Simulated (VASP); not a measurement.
Set up this calculation in VASP 6.6.1, as the native input.

- Task: single point
- Functional: PBEsol
- Potentials or basis: VASP PAW PBE potentials, release 64 (Hf_pv)
- Cutoff: 520 eV
- k mesh: 7 × 7 × 8
- Occupations: gaussian, width 0.01 eV
- Spin: no spin polarisation
- Dipole correction: no
- Further INCAR settings: ALGO = Normal; EDIFF = 1e-06; NBANDS = 11

The structure of Hf lies in POSCAR:

```
Hf
1.0
   -1.7353850000      1.7880950000      1.8403380000
    1.7684040000     -1.7610630000      1.8463250000
    1.7817980000      1.8074760000     -1.8133060000
Hf
1
Direct
   -0.0165250000     -0.0068030000     -0.0104090000
```

One way to write it, as run:

INCAR

```
SYSTEM = Hf
ALGO     = Normal         ! electronic algorithm
EDIFF    = 1E-6           ! SCF threshold, eV
ENCUT    = 520            ! plane-wave cutoff, eV
GGA      = PS             ! functional
ISIF     = 2              ! what is computed and relaxed
ISMEAR   = 0              ! smearing method
LASPH    = .True.         ! aspherical terms in the spheres
LCHARG   = .True.         ! write CHGCAR
LELF     = .True.         ! ELF
LREAL    = .False.        ! projectors in reciprocal space
LVHAR    = .True.       
LWAVE    = .False.        ! write WAVECAR
NBANDS   = 11             ! bands
NELM     = 60             ! most SCF steps
PREC     = Accurate       ! precision mode
SIGMA    = 0.01           ! smearing width, eV
```

KPOINTS

```
k-points
0
Gamma
  7 7 8
  0 0 0
```

Potentials or basis: VASP PAW PBE potentials, release 64 (Hf_pv).

Command:

```console
$ cat potpaw_PBE.64/Hf_pv/POTCAR > POTCAR
$ mpirun -np 1 vasp_std > vasp.out
```

Results of the run:

The pressure is -9.0 GPa. The band gap on the k mesh is zero (band 5 reaches 5.26 eV, above the bottom of band 6 at 3.58 eV).

Caveat: the PAW data sets were made with another functional, which shifts forces and pressure a little; spin-orbit coupling is left out, which moves the levels of the heavy elements.

It took 19 s on 1 thread of Intel(R) Xeon(R) Platinum 8259CL CPU @ 2.50GHz (Skylake/Cascade Lake), with other jobs on the host, peak memory 0.17 GiB.
